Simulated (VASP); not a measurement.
# Sb in VASP: further runs, part 2 of 3

VASP 6.6.1.

## 4. Electric field gradients, PBEsol (volume scaled by 1.02)

Input file INCAR:

```
SYSTEM = Sb
ALGO     = Normal         ! electronic algorithm
EDIFF    = 1E-8           ! SCF threshold, eV
ENCUT    = 520            ! plane-wave cutoff, eV
GGA      = PS             ! functional
ISIF     = 2              ! what is computed and relaxed
ISMEAR   = -1             ! smearing method
LASPH    = .TRUE.         ! aspherical terms in the spheres
LCHARG   = .FALSE.        ! write CHGCAR
LEFG     = .TRUE.       
LREAL    = .FALSE.        ! projectors in reciprocal space
LWAVE    = .FALSE.        ! write WAVECAR
NBANDS   = 8              ! bands
NELM     = 100            ! most SCF steps
PREC     = Accurate       ! precision mode
SIGMA    = 0.05           ! smearing width, eV
```

Input file KPOINTS:

```
k-points
0
G
  12 12 12
  0 0 0
```

Input file POSCAR:

```
Sb
1.0
    3.1037636992      0.0000000000      0.0000000000
    0.0000000000      3.1037636992      0.0000000000
    0.0000000000      0.0000000000      3.1037636992
Sb
1
Direct
    0.0000000000      0.0000000000      0.0000000000
```

Potentials or basis: VASP PAW PBE potentials, release 64 (Sb).

Command:

```console
$ cat potpaw_PBE.64/Sb/POTCAR > POTCAR
$ mpirun -np 1 vasp_std > vasp.out
```

OUTCAR:

```text
SYSTEM = Sb
   EDIFF = 1E-8
   ENCUT = 520
   GGA = PS
   ISIF = 2
   ISMEAR = -1
   LASPH = .TRUE.
   LREAL = .FALSE.
   NELM = 100
   PREC = Accurate

 ion  position               nearest neighbor table
   1  0.000  0.000  0.000-

  LATTYP: Found a simple cubic cell.
 ALAT       =     3.1037636992

  Lattice vectors:

 A1 = (   3.1037636992,   0.0000000000,   0.0000000000)
 A2 = (   0.0000000000,   3.1037636992,   0.0000000000)
 A3 = (   0.0000000000,   0.0000000000,   3.1037636992)

Analysis of symmetry for initial positions (statically):
=====================================================================
 Subroutine PRICEL returns:
 Original cell was already a primitive cell.

 Routine SETGRP: Setting up the symmetry group for a
 simple cubic supercell.

 Subroutine GETGRP returns: Found 48 space group operations
 (whereof 48 operations were pure point group operations)
 out of a pool of 48 trial point group operations.

The static configuration has the point symmetry O_h .

Analysis of symmetry for dynamics (positions and initial velocities):
=====================================================================
 Subroutine PRICEL returns:
 Original cell was already a primitive cell.

 Routine SETGRP: Setting up the symmetry group for a
 simple cubic supercell.

 Subroutine GETGRP returns: Found 48 space group operations
 (whereof 48 operations were pure point group operations)
 out of a pool of 48 trial point group operations.

The dynamic configuration has the point symmetry O_h .

 Subroutine INISYM returns: Found 48 space group operations
 (whereof 48 operations are pure point group operations),
 and found     1 'primitive' translations

[... 144 lines left out ...]
 fundamental gap:      0.0405822185
 Fermi energy:         7.0399624836

 k-point     1 :       0.0000    0.0000    0.0000
  band No.  band energies     occupation
      1      -5.4258      2.00000
      2      10.2117      0.00000
      3      10.2117      0.00000
      4      10.2117      0.00000
      5      13.9038      0.00000
      6      13.9038      0.00000
      7      15.0779      0.00000
      8      24.6748      0.00000
[... 243 lines left out ...]
 k-point    24 :       0.4167    0.3333    0.0000
  band No.  band energies     occupation
      1      -1.7840      2.00000
      2       3.2671      2.00000
      3       5.1590      2.00000
      4      11.0107      0.00000
      5      13.3902      0.00000
      6      17.7714      0.00000
      7      19.8931      0.00000
      8      20.0876      0.00000

 [... further k-points ...]
[... 5 lines left out ...]
  --------------------------------------------------------------------------------------
  -------------------------------------------------------------------------------------
  Total       -0.4081598     -0.4081598     -0.4081598      0.0000000      0.0000000      0.0000000
  in kB      -21.8713116    -21.8713116    -21.8713116      0.0000000      0.0000000      0.0000000
  external PRESSURE =     -21.8713116 kB  Pullay stress =       0.0000000 kB

 VOLUME and BASIS-vectors are now :
 -----------------------------------------------------------------------------
  energy-cutoff  :      520.00
  volume of cell :       29.90
      direct lattice vectors                 reciprocal lattice vectors
     3.103763699  0.000000000  0.000000000     0.322189476  0.000000000  0.000000000
     0.000000000  3.103763699  0.000000000     0.000000000  0.322189476  0.000000000
     0.000000000  0.000000000  3.103763699     0.000000000  0.000000000  0.322189476

 POSITION                                       TOTAL-FORCE (eV/Angst)
 -----------------------------------------------------------------------------------
      0.00000      0.00000      0.00000         0.000000      0.000000      0.000000
 -----------------------------------------------------------------------------------
    total drift:                               -0.000000      0.000000      0.000000

  FREE ENERGIE OF THE ION-ELECTRON SYSTEM (eV)
  ---------------------------------------------------
  free  energy   TOTEN  =        -4.5142135979 eV

  energy  without entropy=       -4.5079474465  energy(sigma->0) =       -4.51108052

 Electric field gradients (V/A^2)
---------------------------------------------------------------------
 ion       V_xx      V_yy      V_zz      V_xy      V_xz      V_yz
---------------------------------------------------------------------
   1      -0.000    -0.000     0.000     0.000    -0.000     0.000
---------------------------------------------------------------------

 Electric field gradients after diagonalization (V/A^2)
 (convention: |V_zz| > |V_xx| > |V_yy|)
----------------------------------------------------------------------
 ion       V_xx      V_yy      V_zz     asymmetry (V_yy - V_xx)/ V_zz
----------------------------------------------------------------------
   1       0.000    -0.000    -0.000       0.900
----------------------------------------------------------------------

           NMR quadrupolar parameters

 Cq : quadrupolar parameter    Cq=e*Q*V_zz/h
 eta: asymmetry parameters     (V_yy - V_xx)/ V_zz
 Q  : nuclear electric quadrupole moment in mb (millibarn)
----------------------------------------------------------------------
 ion       Cq(MHz)       eta       Q (mb)
----------------------------------------------------------------------
   1      -0.000       0.900       1.000
----------------------------------------------------------------------
```

OSZICAR:

```text
N       E                     dE             d eps       ncg     rms          rms(c)
DAV:   1     0.471142191793E+01    0.47114E+01   -0.15727E+03  1352   0.399E+02
DAV:   2    -0.440651714468E+01   -0.91179E+01   -0.87722E+01  1912   0.514E+01
DAV:   3    -0.451541680255E+01   -0.10890E+00   -0.10882E+00  1560   0.640E+00
DAV:   4    -0.451588522214E+01   -0.46842E-03   -0.46842E-03  1992   0.519E-01
DAV:   5    -0.451588735088E+01   -0.21287E-05   -0.21283E-05  1728   0.223E-02    0.184E+00
DAV:   6    -0.451493039788E+01    0.95695E-03   -0.37092E-04  1784   0.126E-01    0.109E+00
DAV:   7    -0.451420457321E+01    0.72582E-03   -0.93982E-04  1504   0.193E-01    0.597E-02
DAV:   8    -0.451421278816E+01   -0.82149E-05   -0.27569E-05  1896   0.357E-02    0.492E-03
DAV:   9    -0.451421363914E+01   -0.85098E-06   -0.69156E-07  1720   0.582E-03    0.150E-03
DAV:  10    -0.451421354834E+01    0.90805E-07   -0.15022E-07  1736   0.209E-03    0.194E-04
DAV:  11    -0.451421357411E+01   -0.25767E-07   -0.14906E-09  1568   0.259E-04    0.835E-05
DAV:  12    -0.451421359054E+01   -0.16432E-07   -0.63585E-10   976   0.139E-04    0.722E-05
DAV:  13    -0.451421359793E+01   -0.73913E-08   -0.26449E-11   880   0.357E-05
   1 F= -.45142136E+01 E0= -.45110805E+01  d E =-.626615E-02
```

It took 11 s on 1 thread of Intel Xeon 6975P-C, shared host; peak memory 0.15 GiB.

What came out:

```yaml
Free_energy: -4.5142 eV
Pressure: -2.2 GPa
```

Caveat: without QUAD_EFG the Cq values of the log hold for a quadrupole moment of 1 mb, not for the nuclei; the PAW data sets were made with another functional, which shifts forces and pressure a little; spin-orbit coupling is left out, which moves the levels of the heavy elements.

## 5. Electric field gradients, PBEsol (z stretched by +2 % at fixed volume)

Input file INCAR:

```
ALGO     = Normal         # electronic algorithm
EDIFF    = 1E-8           # SCF threshold, eV
ENCUT    = 520            # plane-wave cutoff, eV
GGA      = PS             # functional
ISIF     = 2              # what is computed and relaxed
ISMEAR   = -1             # smearing method
LASPH    = T              # aspherical terms in the spheres
LCHARG   = F              # write CHGCAR
LEFG     = T            
LREAL    = F              # projectors in reciprocal space
LWAVE    = F              # write WAVECAR
NBANDS   = 8              # bands
NELM     = 100            # most SCF steps
PREC     = Accurate       # precision mode
SIGMA    = 0.05           # smearing width, eV
```

Input file KPOINTS:

```
k-points
0
Gamma
  12 12 12
```

Input file POSCAR:

```
Sb
1.0
    3.0529650997      0.0000000000      0.0000000000
    0.0000000000      3.0529650997      0.0000000000
    0.0000000000      0.0000000000      3.1450104822
Sb
1
Direct
    0.0000000000      0.0000000000      0.0000000000
```

Potentials or basis: VASP PAW PBE potentials, release 64 (Sb).

Command:

```console
$ cat potpaw_PBE.64/Sb/POTCAR > POTCAR
$ mpirun -np 1 vasp_std > vasp.out
```

OUTCAR:

```text
EDIFF = 1E-8
   ENCUT = 520
   GGA = PS
   ISIF = 2
   ISMEAR = -1
   LASPH = T
   LREAL = F
   NELM = 100
   PREC = Accurate

 ion  position               nearest neighbor table
   1  0.000  0.000  0.000-

  LATTYP: Found a simple tetragonal cell.
 ALAT       =     3.0529650997
 C/A-ratio  =     1.0301495037

  Lattice vectors:

 A1 = (   3.0529650997,   0.0000000000,   0.0000000000)
 A2 = (   0.0000000000,   3.0529650997,   0.0000000000)
 A3 = (   0.0000000000,   0.0000000000,   3.1450104822)

Analysis of symmetry for initial positions (statically):
=====================================================================
 Subroutine PRICEL returns:
 Original cell was already a primitive cell.

 Routine SETGRP: Setting up the symmetry group for a
 simple tetragonal supercell.

 Subroutine GETGRP returns: Found 16 space group operations
[... 445 lines left out ...]

 VOLUME and BASIS-vectors are now :
 -----------------------------------------------------------------------------
  energy-cutoff  :      520.00
  volume of cell :       29.31
      direct lattice vectors                 reciprocal lattice vectors
     3.052965100  0.000000000  0.000000000     0.327550420  0.000000000  0.000000000
     0.000000000  3.052965100  0.000000000     0.000000000  0.327550420  0.000000000
     0.000000000  0.000000000  3.145010482     0.000000000  0.000000000  0.317963964

 POSITION                                       TOTAL-FORCE (eV/Angst)
 -----------------------------------------------------------------------------------
      0.00000      0.00000      0.00000         0.000000      0.000000      0.000000
 -----------------------------------------------------------------------------------
    total drift:                                0.000000      0.000000      0.000000

  FREE ENERGIE OF THE ION-ELECTRON SYSTEM (eV)
  ---------------------------------------------------
  free  energy   TOTEN  =        -4.5179182505 eV

  energy  without entropy=       -4.5131143407  energy(sigma->0) =       -4.51551630

 Electric field gradients (V/A^2)
---------------------------------------------------------------------
 ion       V_xx      V_yy      V_zz      V_xy      V_xz      V_yz
---------------------------------------------------------------------
   1       5.839     5.839   -11.679    -0.000    -0.000    -0.000
---------------------------------------------------------------------

 Electric field gradients after diagonalization (V/A^2)
 (convention: |V_zz| > |V_xx| > |V_yy|)
----------------------------------------------------------------------
 ion       V_xx      V_yy      V_zz     asymmetry (V_yy - V_xx)/ V_zz
----------------------------------------------------------------------
   1       5.839     5.839   -11.679       0.000
----------------------------------------------------------------------

           NMR quadrupolar parameters

 Cq : quadrupolar parameter    Cq=e*Q*V_zz/h
 eta: asymmetry parameters     (V_yy - V_xx)/ V_zz
 Q  : nuclear electric quadrupole moment in mb (millibarn)
----------------------------------------------------------------------
 ion       Cq(MHz)       eta       Q (mb)
----------------------------------------------------------------------
   1      -0.028       0.000       1.000
----------------------------------------------------------------------
```

OSZICAR:

```text
N       E                     dE             d eps       ncg     rms          rms(c)
DAV:   1     0.479253373155E+01    0.47925E+01   -0.16018E+03  3160   0.403E+02
DAV:   2    -0.440892276345E+01   -0.92015E+01   -0.88125E+01  4528   0.520E+01
DAV:   3    -0.451945484309E+01   -0.11053E+00   -0.11033E+00  3560   0.655E+00
DAV:   4    -0.451996443333E+01   -0.50959E-03   -0.50959E-03  4736   0.545E-01
DAV:   5    -0.451996639000E+01   -0.19567E-05   -0.19565E-05  3920   0.221E-02    0.192E+00
DAV:   6    -0.451878506941E+01    0.11813E-02   -0.28986E-04  4336   0.120E-01    0.114E+00
DAV:   7    -0.451790810257E+01    0.87697E-03   -0.77662E-04  3528   0.186E-01    0.576E-02
DAV:   8    -0.451791743879E+01   -0.93362E-05   -0.23074E-05  4680   0.329E-02    0.488E-03
DAV:   9    -0.451791827259E+01   -0.83380E-06   -0.65661E-07  4048   0.559E-03    0.148E-03
DAV:  10    -0.451791821711E+01    0.55482E-07   -0.11768E-07  4024   0.191E-03    0.137E-04
DAV:  11    -0.451791822928E+01   -0.12167E-07   -0.13151E-09  3632   0.270E-04    0.773E-05
DAV:  12    -0.451791824592E+01   -0.16639E-07   -0.34677E-10  2392   0.107E-04    0.381E-05
DAV:  13    -0.451791825048E+01   -0.45599E-08   -0.17939E-11  2080   0.311E-05
   1 F= -.45179183E+01 E0= -.45155163E+01  d E =-.480391E-02
```

It took 39 s on 1 thread of Intel Xeon 8259CL, shared host; peak memory 0.17 GiB.

What came out:

```
Free energy : -4.5179 eV
Pressure    : -1.1 GPa
```

Levels at points of the mesh, in eV from the Fermi level:
```csv
k point,band 1,band 2,band 3,band 4,band 5,band 6,band 7
"(0.00, 0.00, 0.00)",-12.61,2.68,3.52,3.52,6.60,7.09,8.29
"(0.50, 0.00, 0.00)",-9.99,-5.82,4.85,5.70,9.00,10.26,10.95
"(0.50, 0.50, 0.00)",-7.19,-3.64,-3.64,2.03,7.05,12.81,12.92
"(0.00, 0.00, 0.50)",-10.38,-5.73,5.38,5.38,9.04,10.80,11.62
"(0.50, 0.00, 0.50)",-7.61,-3.92,-3.51,1.97,7.61,13.05,13.22
"(0.50, 0.50, 0.50)",-4.51,-1.86,-1.86,-1.41,4.56,4.81,4.81
```

Electric field gradients, principal values (V/Å²):
```tsv
atom	least	middle	greatest (by size)
1 Sb	5.839	5.839	-11.679
```

Caveat: without QUAD_EFG the Cq values of the log hold for a quadrupole moment of 1 mb, not for the nuclei; the PAW data sets were made with another functional, which shifts forces and pressure a little; spin-orbit coupling is left out, which moves the levels of the heavy elements.

(Continued in part 3 of 3.)
